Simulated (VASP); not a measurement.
A run of VASP 6.6.1 is set up as follows.

Contents of INCAR:

```
PREC = Accurate ; ENCUT = 520
EDIFF = 1E-6 ; ISMEAR = -1
SIGMA = 0.05 ; LREAL = Auto
LASPH = T ; NELM = 100
ALGO = Normal ; ISIF = 2
LWAVE = F ; LCHARG = T
LELF = T ; LVHAR = T
NBANDS = 78 ; NELECT = 120.0
```

KPOINTS

```
regular mesh
0
Gamma
  2 2 2
```

The input POSCAR:

```
Si8O15
1.0
    0.0000000000      5.0462000000      4.4946000000
    4.0970000000      0.0000000000      4.4946000000
    4.0970000000      5.0462000000      0.0000000000
Si O
8 15
Direct
    0.2057651507      0.0554652147      0.9632594619
    0.3241503111      0.4640159328      0.0080973208
    0.8398879168      0.9281263670      0.0432578166
    0.1856004720      0.0260221418      0.4862985807
    0.6549010951      0.5724081204      0.4581754774
    0.7896111491      0.9524128352      0.5517494787
    0.2946329178      0.4403995656      0.5380893287
    0.7099584976      0.5438514076      0.9501039256
    0.4141435055      0.5216970587      0.2027601051
    0.2630670628      0.1409820183      0.6282325289
    0.3500899250      0.7135266371      0.5204728747
    0.3189289809      0.2030845465      0.2190265104
    0.0791806953      0.9863982217      0.3004960912
    0.2325487760      0.3573949343      0.8741049437
    0.1480236512      0.7783964974      0.9850384550
    0.8914826494      0.0167276474      0.7289311273
    0.7735246978      0.6509907207      0.1202145515
    0.8657126306      0.2069185268      0.0212401259
    0.9631192633      0.6109031191      0.6456939031
    0.6133529598      0.4803561578      0.7674214844
    0.7280625358      0.8432352437      0.3811216027
    0.6330695315      0.2898815654      0.4807462110
    0.5378524646      0.8851215486      0.8531762302
```

Potentials or basis: VASP PAW LDA potentials, release 64 (Si, O).

Run with:

```sh
$ cat potpaw_LDA.64/Si/POTCAR potpaw_LDA.64/O/POTCAR > POTCAR
$ mpirun -np 1 vasp_std > vasp.out
```

**Question.** Estimate the largest force.

**Answer.** 1.099 eV/Å.

Forces on the atoms (eV/Å):
```
Si   0.012  0.017 -0.049
Si   0.009  0.027 -0.040
Si   0.094 -0.135 -0.050
Si  -0.085 -0.015  0.035
Si   0.050  0.034  0.010
Si   0.065 -0.037 -0.028
Si   0.071 -0.037  0.024
Si   0.025 -0.001 -0.006
O    0.116 -0.082 -0.060
O    0.033 -0.070 -0.034
O    0.056 -0.031 -0.072
O   -0.895  0.551  0.318
O    0.129 -0.049  0.096
O    0.087 -0.015 -0.030
O    0.013  0.020 -0.045
O    0.026 -0.048  0.002
O    0.007 -0.041 -0.040
O    0.072 -0.032  0.005
O    0.018 -0.035  0.010
O    0.000 -0.002  0.050
O    0.050  0.030  0.003
O    0.022 -0.020 -0.059
O    0.025 -0.028 -0.040
```

Caveat: the k points lie up to 0.61 Å⁻¹ apart; the cell carries a net charge on a neutralising background, which shifts energy and pressure.
